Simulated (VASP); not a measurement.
Set up this calculation in VASP 6.6.1, as the native input.

| Quantity | Value |
| --- | --- |
| Task | single point |
| Functional | PBEsol |
| Potentials or basis | VASP PAW PBE potentials, release 64 (Mo_sv, Sb) |
| Cutoff | 520 eV |
| k mesh | 10 × 10 × 6 |
| Occupations | gaussian, width 0.05 eV |
| Spin | no spin polarisation |
| Dipole correction | no |
| Further INCAR settings | ALGO = Normal; EDIFF = 1e-06; NBANDS = 27 |

The structure of SbMo lies in POSCAR:

```
SbMo
1.0
    4.3007862046      0.0000000000      0.0000000000
   -2.1503931023      3.7245901095      0.0000000000
    0.0000000000      0.0000000000      5.2048745783
Mo Sb
2 2
Direct
    0.0000000000      0.0000000000      0.0000000000
    0.0000000000      0.0000000000      0.5000000000
    0.3333333333      0.6666666667      0.2500000000
    0.6666666667      0.3333333333      0.7500000000
```

The input as run:

INCAR

```
SYSTEM = SbMo
PREC = Accurate ; ENCUT = 520
EDIFF = 1E-6 ; ISMEAR = 0
SIGMA = 0.05 ; LREAL = .False.
LASPH = .True. ; NELM = 100
ALGO = Normal ; ISIF = 2
LWAVE = .False. ; LCHARG = .True.
GGA = PS ; LELF = .True.
LVHAR = .True. ; NBANDS = 27
```

KPOINTS

```
regular mesh
0
Gamma
  10 10 6
  0 0 0
```

Potentials or basis: VASP PAW PBE potentials, release 64 (Mo_sv, Sb).

Command:

```sh
$ cat potpaw_PBE.64/Mo_sv/POTCAR potpaw_PBE.64/Sb/POTCAR > POTCAR
$ mpirun -np 1 vasp_std > vasp.out
```

It gave:

| Quantity | Value |
| --- | --- |
| Pressure | 0.2 GPa |
| Band gap on the k mesh | zero (bands 19 and 20 overlap by 1.56 eV) |

Caveat: the PAW data sets were made with another functional, which shifts forces and pressure a little; spin-orbit coupling is left out, which moves the levels of the heavy elements.

Wall time 2.4 min on 1 thread of Intel Xeon 8259CL, with other jobs on the host, peak memory 0.27 GiB.
